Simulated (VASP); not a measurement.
Write the native input for VASP 6.6.1 that does the following.

* Task: single point
* Functional: PBEsol
* Potentials or basis: VASP PAW PBE potentials, release 64 (Os)
* Cutoff: 520 eV
* k mesh: 20 × 20 × 20
* Occupations: gaussian, width 0.15 eV
* Spin: no spin polarisation
* Dipole correction: no
* Further INCAR settings: ALGO = Normal; EDIFF = 1e-06; NBANDS = 10

The structure of Os lies in POSCAR:

```
Os
1.0
    0.0000000000      1.8866500000      1.9450000000
    1.8866500000      0.0000000000      1.9450000000
    1.8866500000      1.8866500000      0.0000000000
Os
1
Direct
    0.0000000000      0.0000000000      0.0000000000
```

This cell differs from its parent crystal: strain -0.030 along x and y, +0.000 along z.

One way to write it, as run:

INCAR

```
PREC = Accurate
ENCUT = 520
EDIFF = 1E-6
ISMEAR = 0
SIGMA = 0.15
LREAL = False
LASPH = True
NELM = 100
ALGO = Normal
ISIF = 2
LWAVE = False
LCHARG = False
GGA = PS
NBANDS = 10
```

KPOINTS

```
Automatic mesh
0
Gamma
  20 20 20
```

Potentials or basis: VASP PAW PBE potentials, release 64 (Os).

The run is started by

```bash
$ cat potpaw_PBE.64/Os/POTCAR > POTCAR
$ mpirun -np 1 vasp_std > vasp.out
```

It gave:

```
Pressure               : 3.9 GPa
Band gap on the k mesh : zero (bands 4 and 5 overlap by 4.13 eV)
```

Caveat: the cell differs from its parent crystal (strain -0.030 along x and y, +0.000 along z); the cell stands under pressure; the PAW data sets were made with another functional, which shifts forces and pressure a little; spin-orbit coupling is left out, which moves the levels of the heavy elements.

It took 65 s on 1 thread of Intel(R) Xeon(R) Platinum 8559C (Emerald Rapids) (shared host), peak memory 0.21 GiB.
